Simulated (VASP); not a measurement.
Input of a VASP 6.6.1 run:

INCAR

```
SYSTEM = Na
PREC     = Accurate       ! precision mode
ENCUT    = 600            ! plane-wave cutoff, eV
EDIFF    = 1E-7           ! SCF threshold, eV
ISMEAR   = 1              ! smearing method
SIGMA    = 0.05           ! smearing width, eV
LREAL    = .False.        ! projectors in reciprocal space
LASPH    = .True.         ! aspherical terms in the spheres
NELM     = 60             ! most SCF steps
ALGO     = Normal         ! electronic algorithm
ISIF     = 3              ! what is computed and relaxed
LWAVE    = .False.        ! write WAVECAR
LCHARG   = .False.        ! write CHGCAR
GGA      = CA             ! functional
IBRION   = 2              ! ionic algorithm
NSW      = 80             ! ionic steps
EDIFFG   = -0.02          ! ionic threshold
PSTRESS  = 150.0
```

The input KPOINTS:

```
Automatic mesh
0
Gamma
  5 5 3
  0 0 0
```

Contents of POSCAR:

```
Na
1.0
    3.8100000000      0.0000000000      0.0000000000
   -1.9050000000      3.2995567884      0.0000000000
    0.0000000000      0.0000000000      6.2217300000
Na
2
Direct
    0.3333333333      0.6666666667      0.2500000000
    0.6666666667      0.3333333333      0.7500000000
```

Potentials or basis: VASP PAW LDA potentials, release 64 (Na_pv).

Run with:

```bash
$ cat potpaw_LDA.64/Na_pv/POTCAR > POTCAR
$ mpirun -np 1 vasp_std > vasp.out
```

Problem. Predict the relaxed cell.

Solution. a = 2.986 Å, b = 2.986 Å, c = 4.891 Å, α = 90.00°, β = 90.00°, γ = 120.00°.

Problem. Estimate the band gap on the k mesh.

Solution. Zero (band 7 reaches 4.36 eV, above the bottom of band 8 at 0.81 eV).

Problem. What does it give for the relaxed volume?

Solution. 18.88 Å³/atom.

Problem. What does it give for the space group after relaxing (to 0.05 Å)?

Solution. P6_3/mmc (No. 194).

The path:
```tsv
step	energy change (eV)	largest force (eV/Å)	pressure (GPa)	volume (Å³)
1	0.0000	0.0000	-1.17	78.22
2	0.4975	0.0000	10.44	41.51
3	0.7362	0.0000	14.18	38.38
4	0.7922	0.0000	15.05	37.77
5	0.7921	0.0000	15.06	37.77
```

Caveat: the k points lie up to 0.49 Å⁻¹ apart in the final cell; the cell is relaxed towards a set pressure, so the enthalpy falls and the energy may rise; the volume moved by over 15 % at a fixed basis, so the end points are rough.
